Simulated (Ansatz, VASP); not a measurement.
# BeS2 in VASP and in Ansatz

```
Be S
1.0
    -2.21206    2.21206    2.49525
     2.21206   -2.21206    2.49525
     2.21206    2.21206   -2.49525
Be S
1 2
Direct
  0.00000 0.00000 0.00000
  0.50000 0.00000 0.50000
  0.00000 0.50000 0.50000
```

Alike in both runs: functional PBE; k mesh 14 × 14 × 14; occupations gaussian, width 0.1 eV; no spin polarisation.

Ansatz relaxed the structure, and its values are those at the end. VASP's run is a single point on that final structure, the one shown.

|  | VASP | Ansatz |
| --- | --- | --- |
| version | VASP 6.6.1 | Ansatz 0.2.0 |
| potentials or method | VASP PAW PBE potentials, release 64 (Be, S), cutoff 520 eV | scalar-relativistic, plane waves, PAW |
| valence electrons in the cell | 14 | 14 |

Ansatz gave:

| Quantity | Value |
| --- | --- |
| gap on the k mesh at the Fermi level (eV) | none |
| pressure (GPa) | 0.0 |

**Question.** Estimate VASP's values.

**Answer.** gap on the k mesh at the Fermi level (eV): none; pressure (GPa): -0.1.

A gap of «none» marks a metal or a gap that the smearing closes. The functional is the same, so the differences come from potentials, cutoffs and numerics.
